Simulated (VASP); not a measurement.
# Sb (R-3m) in VASP: a series of runs

Aim: see how the results for Sb move with the level of theory and the settings. Levels: RPBE, LDA. Tasks: single point, relaxation of cell and atoms.

All numbers are computed with VASP 6.6.1; they aren't measurements. Logs are shortened: lines on timing, memory, paths and dates and some standing lists are left out, and cuts for length are marked.

**1. The cell of the first run**

It takes space group R-3m (No. 166, trigonal). The conventional cell has a = 4.399 Å, b = 4.399 Å, c = 11.981 Å, α = 90.00°, β = 90.00°, γ = 120.00°. Sb (site symmetry 3m) has 6 Sb at 2.96 to 3.55 Å within 3.9 Å.

**2. Single point, RPBE**

Input file INCAR:

```
SYSTEM = Sb
  PREC = Accurate
  ENCUT = 520
  EDIFF = 1E-6
  ISMEAR = -1
  SIGMA = 0.05
  LREAL = .False.
  LASPH = .True.
  NELM = 100
  ALGO = Normal
  ISIF = 2
  LWAVE = .False.
  LCHARG = .False.
  GGA = RP
  NBANDS = 12
```

Input file KPOINTS:

```
regular mesh
0
Gamma
  8 8 8
  0 0 0
```

Input file POSCAR:

```
Sb
1.0
    2.1994207856      1.2698361826      3.9936846050
   -2.1994207856      1.2698361826      3.9936846050
    0.0000000000     -2.5396723652      3.9936846050
Sb
2
Direct
    0.7699217341      0.7699217341      0.7699217341
    0.2300782659      0.2300782659      0.2300782659
```

Potentials or basis: VASP PAW PBE potentials, release 64 (Sb).

Launch:

```
$ cat potpaw_PBE.64/Sb/POTCAR > POTCAR
$ mpirun -np 1 vasp_std > vasp.out
```

OUTCAR:

```text
SYSTEM = Sb
   PREC = Accurate
   ENCUT = 520
   EDIFF = 1E-6
   ISMEAR = -1
   LREAL = .False.
   LASPH = .True.
   NELM = 100
   ISIF = 2
   GGA = RP

 ion  position               nearest neighbor table
   1  0.770  0.770  0.770-   2 2.96   2 2.96   2 2.96   2 3.55   2 3.55   2 3.55
   2  0.230  0.230  0.230-   1 2.96   1 2.96   1 2.96   1 3.55   1 3.55   1 3.55

  LATTYP: Found a trigonal (rhomboedric) cell.
 ALAT       =     4.7328059803
 COS(alpha) =     0.5680741033

  Lattice vectors:

 A1 = (   2.1994207856,   1.2698361826,   3.9936846050)
 A2 = (  -2.1994207856,   1.2698361826,   3.9936846050)
 A3 = (   0.0000000000,  -2.5396723652,   3.9936846050)

Analysis of symmetry for initial positions (statically):
=====================================================================
 Subroutine PRICEL returns:
 Original cell was already a primitive cell.

 Routine SETGRP: Setting up the symmetry group for a
 trigonal (rhombohedral) supercell.

 Subroutine GETGRP returns: Found 12 space group operations
 (whereof 12 operations were pure point group operations)
 out of a pool of 12 trial point group operations.

The static configuration has the point symmetry D_3d.

Analysis of symmetry for dynamics (positions and initial velocities):
=====================================================================
 Subroutine PRICEL returns:
 Original cell was already a primitive cell.

 Routine SETGRP: Setting up the symmetry group for a
 trigonal (rhombohedral) supercell.

 Subroutine GETGRP returns: Found 12 space group operations
 (whereof 12 operations were pure point group operations)
 out of a pool of 12 trial point group operations.

The dynamic configuration has the point symmetry D_3d.

 Subroutine INISYM returns: Found 12 space group operations
 (whereof 12 operations are pure point group operations),
 and found     1 'primitive' translations

----------------------------------------------------------------------------------------

                                     Primitive cell

  volume of cell :      66.9239

  direct lattice vectors                    reciprocal lattice vectors
     2.199420786  1.269836183  3.993684605     0.227332579  0.131250526  0.083465112
    -2.199420786  1.269836183  3.993684605    -0.227332579  0.131250526  0.083465112
     0.000000000 -2.539672365  3.993684605     0.000000000 -0.262501052  0.083465112

  length of vectors
     4.732805980  4.732805980  4.732805980     0.275450952  0.275450952  0.275450952

  position of ions in fractional coordinates (direct lattice)
     0.769921734  0.769921734  0.769921734
     0.230078266  0.230078266  0.230078266

  ion indices of the primitive-cell ions
   primitive index   ion index
                 1           1
                 2           2

----------------------------------------------------------------------------------------

 KPOINTS: regular mesh

Automatic generation of k-mesh.
 Grid dimensions read from file:
 generate k-points for:    8    8    8

 Generating k-lattice:

  Cartesian coordinates                     Fractional coordinates (reciprocal lattice)
     0.028416572  0.016406316  0.010433139     0.125000000  0.000000000  0.000000000
    -0.028416572  0.016406316  0.010433139     0.000000000  0.125000000  0.000000000
     0.000000000 -0.032812631  0.010433139     0.000000000  0.000000000  0.125000000

  Length of vectors
     0.034431369  0.034431369  0.034431369

  Shift w.r.t. Gamma in fractional coordinates (k-lattice)
     0.000000000  0.000000000  0.000000000

 Subroutine IBZKPT returns following result:
 ===========================================

 Found     65 irreducible k-points:

 Following reciprocal coordinates:
            Coordinates               Weight
  0.000000  0.000000  0.000000      1.000000
  0.125000 -0.000000  0.000000      6.000000
  0.250000 -0.000000  0.000000      6.000000
  0.375000 -0.000000  0.000000      6.000000
  0.500000 -0.000000  0.000000      3.000000
  0.125000  0.125000  0.000000      6.000000
[... 16 lines left out ...]
  0.250000  0.125000  0.125000      6.000000
  0.375000  0.125000  0.125000      6.000000
 [... further k-points ...]
   k-points           NKPTS =     65   k-points in BZ     NKDIM =     65   number of bands    NBANDS=     12
   number of dos      NEDOS =    301   number of ions     NIONS =      2
   total plane-waves  NPLWV =  46656
   dimension x,y,z NGX =    36 NGY =   36 NGZ =   36
   dimension x,y,z NGXF=    72 NGYF=   72 NGZF=   72
   ions per type =               2
   NGX,Y,Z   is equivalent  to a cutoff of  12.65, 12.65, 12.65 a.u.
   NGXF,Y,Z  is equivalent  to a cutoff of  25.29, 25.29, 25.29 a.u.
 SYSTEM =  Sb
   PREC   = accura    normal or accurate (medium, high low for compatibility)
   ISTART =      0    job   : 0-new  1-cont  2-samecut
   ICHARG =      2    charge: 1-file 2-atom 10-const
   ISPIN  =      1    spin polarized calculation?
   LNONCOLLINEAR =      F non collinear calculations
   LSORBIT =      F    spin-orbit coupling
   LASPH  =      T    aspherical Exc in radial PAW
   ENCUT  =  520.0 eV  38.22 Ry    6.18 a.u.   8.80  8.80  8.80*2*pi/ulx,y,z
   NELM   =    100;   NELMIN=  2; NELMDL= -5     # of ELM steps
   EDIFF  = 0.1E-05   stopping-criterion for ELM
   LREAL  =      F    real-space projection
   EDIFFG = 0.1E-04   stopping-criterion for IOM
   NSW    =      0    number of steps for IOM
   IBRION =     -1    ionic relax: 0-MD 1-quasi-New 2-CG
   NFREE  =      0    steps in history (QN), initial steepest desc. (CG)
   ISIF   =      2    stress and relaxation
   ISYM   =      2    0-nonsym 1-usesym 2-fastsym
   POTIM  = 0.5000    time-step for ionic-motion
   TEBEG  =    0.0;   TEEND  =   0.0 temperature during run
   PSTRESS=    0.0 pullay stress
   NELECT =      10.0000    total number of electrons
   NUPDOWN=      -1.0000    fix difference up-down
   EMIN   =  10.00;   EMAX   =-10.00  energy-range for DOS
   EFERMI =   0.00;   METHOD = LEGACY
   ISMEAR =    -1;   SIGMA  =   0.05  broadening in eV -4-tet -1-fermi 0-gaus
   EFERMI_NEDOS =   21; number of points for ismear=-14 and -15
   IALGO  =     38    algorithm
   IMIX   =      4    mixing-type and parameters
     AMIX     =   0.40;   BMIX     =  1.00
     AMIX_MAG =   1.60;   BMIX_MAG =  1.00
  volume/ion in A,a.u.               =      33.46       225.81
  Fermi-wavevector in a.u.,A,eV,Ry     =   0.868723  1.641648 10.268032  0.754679
  Thomas-Fermi vector in A             =   1.987442
   LORBIT       =      0    0 simple, 1 ext, 2 COOP (PROOUT), +10 PAW based schemes
   GGA     = RP    functional components
   LHFCALC =     F    Hartree Fock is set to
   AEXX    =    0.0000 exact exchange contribution
   IVDW    =     0    specifies the selected vdW correction
   LEPSILON=     F    determine dielectric tensor
   LRPA    =     F    only Hartree local field effects (RPA)
 non-spin polarized calculation
  energy-cutoff  :      520.00
  volume of cell :       66.92
 maximum number of plane-waves:      1816
   NGX = 17   NGY = 17   NGZ = 17

 number of electron      10.0000000 magnetization

 Free energy of the ion-electron system (eV)
  ---------------------------------------------------
  ext. energy  EPLUGINS =         0.00000000
  ---------------------------------------------------
  free energy    TOTEN  =        -7.56686090 eV

  energy without entropy =       -7.56495949  energy(sigma->0) =       -7.56591019

 E-fermi :   6.2634     XC(G=0):  -8.9828

 val. band max:        6.2518481153   @ k =   0.3750   0.2500   0.2500
 cond. band min:       6.3643996168   @ k =   0.3750   0.1250   0.1250
 fundamental gap:      0.1125515015
 Fermi energy:         6.2633663972

 k-point     1 :       0.0000    0.0000    0.0000
  band No.  band energies     occupation
      1      -5.8647      2.00000
      2       0.9273      2.00000
      3       4.2454      2.00000
      4       4.6023      2.00000
      5       4.6023      2.00000
      6       7.8878      0.00000
      7       8.6234      0.00000
      8       8.6234      0.00000
      9      11.5869      0.00000
     10      11.5869      0.00000
     11      11.7171      0.00000
     12      13.0567      0.00000

 k-point     2 :       0.1250   -0.0000    0.0000
  band No.  band energies     occupation
      1      -5.7076      2.00000
      2       0.4199      2.00000
      3       4.2859      2.00000
      4       4.5316      2.00000
      5       4.6573      2.00000
      6       7.9146      0.00000
      7       8.2591      0.00000
      8       8.3805      0.00000
      9      10.9678      0.00000
     10      11.3744      0.00000
     11      11.6137      0.00000
     12      13.9519      0.00000

 k-point     3 :       0.2500   -0.0000    0.0000
  band No.  band energies     occupation
      1      -5.2428      2.00000
      2      -0.7369      2.00000
      3       4.2027      2.00000
      4       4.3845      2.00000
      5       5.0114      2.00000
      6       7.2662      0.00000
      7       7.6581      0.00000
      8       7.8054      0.00000
      9      11.1897      0.00000
     10      11.6514      0.00000
     11      12.3418      0.00000
     12      15.7447      0.00000
[... 286 lines left out ...]
 k-point    23 :       0.2500    0.1250    0.1250
  band No.  band energies     occupation
      1      -5.5264      2.00000
      2      -0.2108      2.00000
      3       3.6757      2.00000
      4       4.8090      2.00000
      5       5.5259      2.00000
      6       7.2856      0.00000
      7       7.5647      0.00000
      8       8.8614      0.00000
      9      11.1773      0.00000
     10      11.6703      0.00000
     11      12.1956      0.00000
     12      13.5426      0.00000

 k-point    24 :       0.3750    0.1250    0.1250
  band No.  band energies     occupation
      1      -5.0008      2.00000
      2      -1.1843      2.00000
      3       3.0841      2.00000
      4       4.6282      2.00000
      5       6.1876      1.63957
      6       6.3644      0.23410
      7       7.2157      0.00000
      8       8.9649      0.00000
      9      11.3113      0.00000
     10      12.3255      0.00000
     11      13.0043      0.00000
     12      14.9304      0.00000

 [... further k-points ...]
[... 5 lines left out ...]
  --------------------------------------------------------------------------------------
  -------------------------------------------------------------------------------------
  Total        0.0004489      0.0004489     -0.0078977      0.0000000     -0.0000000      0.0000000
  in kB        0.0107461      0.0107461     -0.1890729      0.0000000     -0.0000000      0.0000000
  external PRESSURE =      -0.0558602 kB  Pullay stress =       0.0000000 kB

 VOLUME and BASIS-vectors are now :
 -----------------------------------------------------------------------------
  energy-cutoff  :      520.00
  volume of cell :       66.92
      direct lattice vectors                 reciprocal lattice vectors
     2.199420786  1.269836183  3.993684605     0.227332579  0.131250526  0.083465112
    -2.199420786  1.269836183  3.993684605    -0.227332579  0.131250526  0.083465112
     0.000000000 -2.539672365  3.993684605     0.000000000 -0.262501052  0.083465112

 POSITION                                       TOTAL-FORCE (eV/Angst)
 -----------------------------------------------------------------------------------
      0.00000      0.00000      9.22447         0.000000      0.000000     -0.033365
      0.00000      0.00000      2.75658         0.000000     -0.000000      0.033365
 -----------------------------------------------------------------------------------
    total drift:                               -0.000000     -0.000000     -0.000000

  FREE ENERGIE OF THE ION-ELECTRON SYSTEM (eV)
  ---------------------------------------------------
  free  energy   TOTEN  =        -7.5668609005 eV

  energy  without entropy=       -7.5649594894  energy(sigma->0) =       -7.56591019
```

Run time: 19 s. Hardware: 1 thread of Intel Xeon 6975P-C (Granite Rapids), shared host; peak memory 0.22 GiB.

Results:

```yaml
Free_energy: -7.5669 eV
Pressure: 0.0 GPa
Largest_force: 0.033 eV/Å
Band_gap_on_the_k_mesh: zero (band 5 reaches 6.25 eV, above the bottom of band 6 at 6.00 eV)
```

Forces on the atoms (eV/Å):
```
Sb   0.000  0.000 -0.033
Sb   0.000  0.000  0.033
```

Caveat: the PAW data sets were made with another functional, which shifts forces and pressure a little; spin-orbit coupling is left out, which moves the levels of the heavy elements.

(Part 1 of 2 ends here.)
